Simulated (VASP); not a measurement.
Runs of VASP 6.6.1 on W3N4. Symmetry: Pm-3m, No. 221, cubic system. The conventional cell has a = 4.122 Å, b = 4.122 Å, c = 4.122 Å, α = 90.00°, β = 90.00°, γ = 90.00°. W (site symmetry 4/mmm) has 6 N at 2.06 Å within 2.7 Å. N (site symmetry m-3m) has 6 W at 2.06 Å within 2.7 Å. Within 2.7 Å of N (site symmetry 4/mmm) lie 4 W at 2.06 Å. 

```csv
task,level,cell,k mesh,cutoff (eV),gap on the mesh (eV),pressure (GPa),relaxed volume (Å³/atom)
relaxation of cell and atoms,PBEsol,relaxed,10 × 10 × 10,600,none,0.0,10.47
single point,PBE,as given,12 × 12 × 12,520,none,28.9,-
single point,PBE,as given,14 × 14 × 14,520,none,28.9,-
relaxation of cell and atoms,PBE,relaxed,10 × 10 × 10,600,none,0.1,(a)
```

Alike in all rows: potentials or basis VASP PAW PBE potentials, release 64 (W_sv, N); no spin polarisation; smearing gaussian 0.1 eV.

Problem. Estimate the missing entries.

Solution. (a) 10.74.

Caveats: spin-orbit coupling is left out, which moves the levels of the heavy elements; the cell stands under pressure (at least some runs); the PAW data sets were made with another functional, which shifts forces and pressure a little (at least some runs).

A k mesh can miss the band edges, and the runs leave out spin-orbit coupling on W.

A gap of «none» marks levels without a gap at the run's occupations.
